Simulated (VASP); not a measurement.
Input of a VASP 6.6.1 run:

The input INCAR:

```
SYSTEM = SnSe2
PREC = Accurate ; ENCUT = 520
EDIFF = 1E-7 ; ISMEAR = 0
SIGMA = 0.01 ; LREAL = .False.
LASPH = .True. ; NELM = 100
ALGO = Normal ; ISIF = 2
LWAVE = .False. ; LCHARG = .True.
GGA = PE ; IVDW = 12
LELF = .True. ; LVHAR = .True.
NBANDS = 20
```

Contents of KPOINTS:

```
regular mesh
0
Gamma
  12 12 6
  0 0 0
```

File POSCAR:

```
SnSe2
1.0
    3.8397304827      0.0000000000      0.0000000000
   -1.9198652413      3.3253041417      0.0000000000
    0.0000000000      0.0000000000      6.0097791120
Sn Se
1 2
Direct
    0.0000000000      0.0000000000      0.0000000000
    0.3333333333      0.6666666667      0.2651797791
    0.6666666667      0.3333333333      0.7348202209
```

Potentials or basis: VASP PAW PBE potentials, release 64 (Sn_d, Se).

Command:

```console
$ cat potpaw_PBE.64/Sn_d/POTCAR potpaw_PBE.64/Se/POTCAR > POTCAR
$ mpirun -np 1 vasp_std > vasp.out
```

Task: What does it give for the dispersion energy per atom?

Result: -0.364 eV.

Task: Predict the largest force.

Result: 0.014 eV/Å.

Task: Estimate the pressure.

Result: 0.1 GPa.

Forces in eV/Å, atoms in the order of the input:
```
Sn   0.000  0.000  0.000
Se   0.000  0.000  0.014
Se   0.000  0.000 -0.014
```
